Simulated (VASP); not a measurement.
Ni:

```
Ni
1.0
     0.00000    1.77200    1.77200
     1.77200    0.00000    1.77200
     1.77200    1.77200    0.00000
Ni
1
Cartesian
  0.0000 0.0000 0.0000
```

Base run:

* Program: VASP 6.6.1
* Functional: PBEsol
* Potentials or basis: VASP PAW PBE potentials, release 64 (Ni)
* Cutoff: 520 eV
* k mesh: 15 × 15 × 15
* Occupations: fermi-dirac, width 0.1 eV
* Spin: collinear spin, ferromagnetic start
* Starting moments: [0.24] μB
* Fixed moment: 0.24 μB

Its results: pressure -13.8 GPa; site moments Ni +0.25 μB.

The run is repeated on the same cell with these changes: fixed moment from 0.24 μB to 0.96 μB; moments at the start from [0.24] to [0.96]. What comes out?

Pressure -10.3 GPa; site moments Ni +0.95 μB.

Caveats: the PAW data sets were made with another functional, which shifts forces and pressure a little; the total moment is fixed, so each spin has its own Fermi level.
